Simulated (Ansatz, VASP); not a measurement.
# Two plane-wave programs on Si4Cl

```xyz
5
Lattice="4.4969 0.0000 0.0000 0.0000 4.4969 0.0000 0.0000 0.0000 4.4969" Properties=species:S:1:pos:R:3 pbc="T T T"
Si    0.0000    0.0000    0.0000
Si    2.2484    2.2484    0.0000
Si    2.2484    0.0000    2.2484
Si    0.0000    2.2484    2.2484
Cl    2.2484    2.2484    2.2484
```

Change from the starting cell: species swapped into the Ni4N type (Pm-3m, No. 221).

Alike in both runs: task relaxation of cell and atoms; functional PBE; k mesh 4 × 4 × 4; occupations gaussian, width 0.1 eV; no spin polarisation.

```csv
,VASP,Ansatz
version,VASP 6.6.1,Ansatz 0.2.0
potentials or method,"VASP PAW PBE potentials, release 64 (Si, Cl), cutoff 600 eV","scalar-relativistic, plane waves, PAW"
valence electrons in the cell,23,23
```

|  | VASP | Ansatz | Ansatz less VASP |
| --- | --- | --- | --- |
| gap on the k mesh at the Fermi level, each at its own relaxed structure (eV) | none | none | - |
| relaxed volume (Å³/atom) | 20.82 | 20.75 | -0.076 |
| relaxed cell length with the largest relative difference (Å) | 4.704 | 4.699 | -0.0057 |

A gap of «none» marks a metal or a gap that the smearing closes.
